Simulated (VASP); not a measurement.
A run of VASP 6.6.1:

INCAR

```
PREC = Accurate ; ENCUT = 500
EDIFF = 1E-6 ; ISMEAR = 0
SIGMA = 0.01 ; LREAL = F
LASPH = T ; NELM = 120
ALGO = Normal ; ISIF = 2
LWAVE = F ; LCHARG = T
GGA = PE ; LELF = T
LVHAR = T ; NBANDS = 21
GGA_COMPAT = F
```

The input KPOINTS:

```
Automatic mesh
0
Gamma
  6 6 4
```

File POSCAR:

```
PbI2
1.0
    4.5640817111      0.0000000000      0.0000000000
   -2.2820408555      3.9526107068      0.0000000000
    0.0000000000      0.0000000000      7.0475120395
Pb I
1 2
Direct
    0.0000000000      0.0000000000      0.0000000000
    0.3333333333      0.6666666667      0.2667068044
    0.6666666667      0.3333333333      0.7332931956
```

Potentials or basis: VASP PAW PBE potentials, release 64 (Pb_d, I).

Run with:

```console
$ cat potpaw_PBE.64/Pb_d/POTCAR potpaw_PBE.64/I/POTCAR > POTCAR
$ mpirun -np 1 vasp_std > vasp.out
```

Hardware: 1 thread of Intel(R) Xeon(R) Platinum 8488C (Sapphire Rapids) (shared host).

Q: How long does it take, and how much memory?

A: It took 55 s on 1 thread of Intel(R) Xeon(R) Platinum 8488C (Sapphire Rapids) (shared host), peak memory 0.26 GiB. Counts: scf iterations 12, k points 24.
